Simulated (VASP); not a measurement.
The system is P.

```
P
1.0
     1.66943   -5.53695    0.00000
     1.66943    5.53695    0.00000
     0.00000    0.00000    4.60343
P
4
Direct
  0.90414 0.09586 0.58882
  0.09586 0.90414 0.41118
  0.59586 0.40414 0.08882
  0.40414 0.59586 0.91118
```

Base run:

| Item | Value |
| --- | --- |
| Program | VASP 6.6.1 |
| Functional | BLYP |
| Potentials or basis | VASP PAW PBE potentials, release 64 (P) |
| Cutoff | 500 eV |
| k mesh | 8 × 8 × 6 |
| Occupations | fermi-dirac, width 0.05 eV |
| Spin | no spin polarisation |

Its results: band gap on the k mesh 0.29 eV; pressure 3.2 GPa; largest force 0.129 eV/Å.

Problem. The run is repeated on the same cell with these changes: functional from BLYP to SVWN5. What comes out?

Solution. Band gap on the k mesh 0.05 eV; pressure -4.4 GPa; largest force 0.163 eV/Å.

SVWN5 binds more tightly than BLYP, so the same cell stands under less pressure.

Caveats: the PAW data sets were made with another functional, which shifts forces and pressure a little; the cell stands under pressure (at least some runs); the cell stands under tension (at least some runs).

A k mesh can miss the band edges.
